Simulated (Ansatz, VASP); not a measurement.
## Al in VASP and in Ansatz

INCAR

```
PREC = Accurate ; ENCUT = 520
EDIFF = 1E-7 ; ISMEAR = 0
SIGMA = 0.15 ; LREAL = F
LASPH = T ; NELM = 80
ALGO = Normal ; ISIF = 2
LWAVE = F ; LCHARG = F
GGA = PE ; IVDW = 12
NBANDS = 14
```

The input KPOINTS:

```
regular mesh
0
Gamma
  18 18 4
```

Contents of POSCAR:

```
Al
1.0
    2.7750000000      0.0000000000      0.0000000000
   -1.3875000000      2.4032204955      0.0000000000
    0.0000000000      0.0000000000     10.8379000000
Al
4
Direct
    0.0000000000      0.0000000000      0.0000000000
    0.3333333333      0.6666666667      0.2500000000
    0.0000000000      0.0000000000      0.5000000000
    0.6666666667      0.3333333333      0.7500000000
```

Input for Ansatz:

```yaml
crystal:
  lattice:
    - [2.775, 0.0, 0.0]
    - [-1.3875, 2.4032204955, 0.0]
    - [0.0, 0.0, 10.8379]
  atoms:
    - { symbol: Al, position: [0.0, 0.0, 0.0] }
    - { symbol: Al, position: [0.3333333333, 0.6666666667, 0.25] }
    - { symbol: Al, position: [0.0, 0.0, 0.5] }
    - { symbol: Al, position: [0.6666666667, 0.3333333333, 0.75] }
basis:
  ecutwfc: 420
kpoints:
  mp_grid: { grid: [18, 18, 4] }
hamiltonian:
  xc: pbe
  pseudopotentials: { kind: paw, azcp: { folder: soft_1 } }
  dispersion: d3bj
scf:
  occupations: { method: gaussian, width: 0.15 }
output:
  forces: true
  stress: true
  eigenvalues: true
  write_density: true
  write_potential: true
  elf: true
  volumetric_format: npy
```

Alike in both runs: task single point; functional PBE; dispersion D3(BJ); k mesh 18 × 18 × 4; occupations gaussian, width 0.15 eV; no spin polarisation.

```csv
,VASP,Ansatz
version,VASP 6.6.1,Ansatz 0.2.0
potentials or method,"VASP PAW PBE potentials, release 64 (Al), cutoff 520 eV","scalar-relativistic, plane waves, PAW"
valence electrons in the cell,12,12
```

|  | VASP | Ansatz | Ansatz less VASP |
| --- | --- | --- | --- |
| gap on the k mesh at the Fermi level (eV) | none | none | - |
| pressure (GPa) | -5.8 | -5.8 | +0.01 |
| traceless stress, the component that is largest in VASP (GPa) | -5.69 | -5.69 | -0.002 |

A gap of «none» marks a metal or a gap that the smearing closes.
